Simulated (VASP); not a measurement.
# Cd4Se (I4/mmm) in VASP: further runs, part 2 of 2

VASP 6.6.1. The steps go on from the part before.

## (3) Single point, PBE

This run uses another cell than the first one, of 26.46 Å³/atom.

INCAR reads:

```
SYSTEM = Cd4Se
PREC = Accurate ; ENCUT = 520
EDIFF = 1E-6 ; ISMEAR = 0
SIGMA = 0.1 ; LREAL = .False.
LASPH = .True. ; NELM = 60
ALGO = Normal ; ISIF = 2
LWAVE = .False. ; LCHARG = .False.
GGA = PE ; NBANDS = 35
```

KPOINTS reads:

```
Automatic mesh
0
Gamma
  10 10 10
  0 0 0
```

POSCAR reads:

```
Cd4Se
1.0
   -2.1522379395      2.1522379395      7.1392250697
    2.1522379395     -2.1522379395      7.1392250697
    2.1522379395      2.1522379395     -7.1392250697
Cd Se
4 1
Direct
    0.8527917788      0.3527917788      0.5000000000
    0.3527917788      0.8527917788      0.5000000000
    0.1472082212      0.6472082212      0.5000000000
    0.6472082212      0.1472082212      0.5000000000
    0.0000000000      0.0000000000      0.0000000000
```

Potentials or basis: VASP PAW PBE potentials, release 64 (Cd, Se).

Run with:

```bash
$ cat potpaw_PBE.64/Cd/POTCAR potpaw_PBE.64/Se/POTCAR > POTCAR
$ mpirun -np 1 vasp_std > vasp.out
```

OUTCAR:

```text
SYSTEM = Cd4Se
   PREC = Accurate
   ENCUT = 520
   EDIFF = 1E-6
   ISMEAR = 0
   LREAL = .False.
   LASPH = .True.
   NELM = 60
   ISIF = 2
   GGA = PE

 ion  position               nearest neighbor table
   1  0.853  0.353  0.500-   4 2.94   5 3.01   5 3.01   2 3.04   2 3.04   2 3.04   2 3.04
   2  0.353  0.853  0.500-   3 2.94   5 3.01   5 3.01   1 3.04   1 3.04   1 3.04   1 3.04
   3  0.147  0.647  0.500-   2 2.94   5 3.01   5 3.01   4 3.04   4 3.04   4 3.04   4 3.04
   4  0.647  0.147  0.500-   1 2.94   5 3.01   5 3.01   3 3.04   3 3.04   3 3.04   3 3.04
   5  0.000  0.000  0.000-   4 3.01   3 3.01   1 3.01   2 3.01   3 3.01   4 3.01   1 3.01   2 3.01

  LATTYP: Found a body centered tetragonal cell.
 ALAT       =     4.3044758790
 C/A-ratio  =     3.3171170058

  Lattice vectors:

 A1 = (  -2.1522379395,   2.1522379395,   7.1392250697)
 A2 = (   2.1522379395,  -2.1522379395,   7.1392250697)
 A3 = (   2.1522379395,   2.1522379395,  -7.1392250697)

Analysis of symmetry for initial positions (statically):
=====================================================================
 Subroutine PRICEL returns:
 Original cell was already a primitive cell.

 Routine SETGRP: Setting up the symmetry group for a
 body centered tetragonal supercell.

 Subroutine GETGRP returns: Found 16 space group operations
 (whereof 16 operations were pure point group operations)
 out of a pool of 16 trial point group operations.

The static configuration has the point symmetry D_4h.

Analysis of symmetry for dynamics (positions and initial velocities):
=====================================================================
 Subroutine PRICEL returns:
 Original cell was already a primitive cell.

 Routine SETGRP: Setting up the symmetry group for a
 body centered tetragonal supercell.

 Subroutine GETGRP returns: Found 16 space group operations
 (whereof 16 operations were pure point group operations)
 out of a pool of 16 trial point group operations.

The dynamic configuration has the point symmetry D_4h.

[... 126 lines left out ...]
  Fermi-wavevector in a.u.,A,eV,Ry     =   1.214439  2.294956 20.066702  1.474861
  Thomas-Fermi vector in A             =   2.349858
   LORBIT       =      0    0 simple, 1 ext, 2 COOP (PROOUT), +10 PAW based schemes
   GGA     = PE    functional components
   LHFCALC =     F    Hartree Fock is set to
   AEXX    =    0.0000 exact exchange contribution
   IVDW    =     0    specifies the selected vdW correction
   LEPSILON=     F    determine dielectric tensor
   LRPA    =     F    only Hartree local field effects (RPA)
 non-spin polarized calculation
 Gauss-broadening in eV      SIGMA  =   0.10
  energy-cutoff  :      520.00
  volume of cell :      132.28
 maximum number of plane-waves:      3608
 NGX is ok and might be reduce to    60
   NGX = 29   NGY = 29   NGZ = 29

 number of electron      54.0000001 magnetization

 Free energy of the ion-electron system (eV)
  ---------------------------------------------------
  ext. energy  EPLUGINS =         0.00000000
  ---------------------------------------------------
  free energy    TOTEN  =        -6.63540676 eV

  energy without entropy =       -6.62527890  energy(sigma->0) =       -6.63034283

 E-fermi :   1.9076     XC(G=0):  -9.6932

 val. band max:        1.8932801102   @ k =   0.5000   0.3000  -0.0000
 cond. band min:       1.9133884833   @ k =  -0.1000   0.1000   0.0000
 fundamental gap:      0.0201083731
 Fermi energy:         1.9076107950

 k-point     1 :       0.0000    0.0000    0.0000
  band No.  band energies     occupation
      1     -11.3923      2.00000
      2      -7.4909      2.00000
      3      -7.4235      2.00000
      4      -7.3722      2.00000
      5      -7.3574      2.00000
      6      -7.1361      2.00000
[... 901 lines left out ...]
     34       7.3116      0.00000
     35       7.9017      0.00000

 [... further k-points ...]

------------------------ aborting loop because EDIFF is reached ----------------------------------------

  FORCE on cell =-STRESS in cart. coord.  units (eV):
  Direction    XX          YY          ZZ          XY          YZ          ZX
  --------------------------------------------------------------------------------------
  -------------------------------------------------------------------------------------
  Total        0.1798202      0.1798202      0.2002828      0.0000000     -0.0000000      0.0000000
  in kB        2.1779974      2.1779974      2.4258431      0.0000000     -0.0000000      0.0000000
  external PRESSURE =       2.2606126 kB  Pullay stress =       0.0000000 kB

 VOLUME and BASIS-vectors are now :
 -----------------------------------------------------------------------------
  energy-cutoff  :      520.00
  volume of cell :      132.28
      direct lattice vectors                 reciprocal lattice vectors
    -2.152237939  2.152237939  7.139225070     0.000000000  0.232316321  0.070035612
     2.152237939 -2.152237939  7.139225070     0.232316321  0.000000000  0.070035612
     2.152237939  2.152237939 -7.139225070     0.232316321  0.232316321  0.000000000

 POSITION                                       TOTAL-FORCE (eV/Angst)
 -----------------------------------------------------------------------------------
      0.00000      2.15224      5.03732        -0.000000      0.000000      0.001641
      2.15224      0.00000      5.03732         0.000000     -0.000000      0.001641
      2.15224      0.00000      2.10191         0.000000     -0.000000     -0.001641
      0.00000      2.15224      2.10191        -0.000000      0.000000     -0.001641
      0.00000      0.00000      0.00000        -0.000000     -0.000000      0.000000
 -----------------------------------------------------------------------------------
    total drift:                                0.000000     -0.000000      0.000000

  FREE ENERGIE OF THE ION-ELECTRON SYSTEM (eV)
  ---------------------------------------------------
  free  energy   TOTEN  =        -6.6354067640 eV

  energy  without entropy=       -6.6252788951  energy(sigma->0) =       -6.63034283
```

It took 11 min on 1 thread of AMD EPYC 9R45 (Zen 5), shared host; peak memory 0.71 GiB.

What came out:

```
Free energy            : -6.6354 eV
Pressure               : 0.2 GPa
Band gap on the k mesh : zero (bands 27 and 28 overlap by 2.56 eV)
```

The gap in the log of VASP goes by the Fermi energy; the results here count the filled bands.